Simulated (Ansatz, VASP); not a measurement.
## One calculation of Al2O3, two programs

```xyz
5
Lattice="2.8770 0.0000 0.0000 -1.4385 2.4915 0.0000 0.0000 0.0000 9.0892" Properties=species:S:1:pos:R:3 pbc="T T T"
Al    0.0000    0.0000    1.3358
Al    0.0000    0.0000    7.7534
O     0.0000    1.6610    1.9853
O     1.4385    0.8305    0.0000
O     0.0000    1.6610    7.1039
```

Alike in both runs: task single point; functional LDA; k mesh 12 × 12 × 4; occupations gaussian, width 0.05 eV; no spin polarisation.

```csv
,VASP,Ansatz
version,VASP 6.6.1,Ansatz 0.2.0
potentials or method,"VASP PAW LDA potentials, release 64 (Al, O), cutoff 520 eV","scalar-relativistic, plane waves, PAW"
valence electrons in the cell,24,24
```

VASP gave:

```
gap on the k mesh at the Fermi level (eV)                     : 4.73
least direct gap on the mesh (eV)                             : 5.01
pressure (GPa)                                                : -1.4
traceless stress, the component that is largest in VASP (GPa) : 6.14
rms of the force components (eV/Å)                            : 0.235
```

Question: What did Ansatz give for the same quantities?

Answer: gap on the k mesh at the Fermi level (eV): 4.76; least direct gap on the mesh (eV): 5.03; pressure (GPa): -2.0; traceless stress, the component that is largest in VASP (GPa): 6.70; rms of the force components (eV/Å): 0.236.

LDA's correlation is that of Perdew and Zunger in VASP and of Perdew and Wang (1992) in Ansatz. Atom by atom the forces differ by 0.012 eV/Å (rms over components).
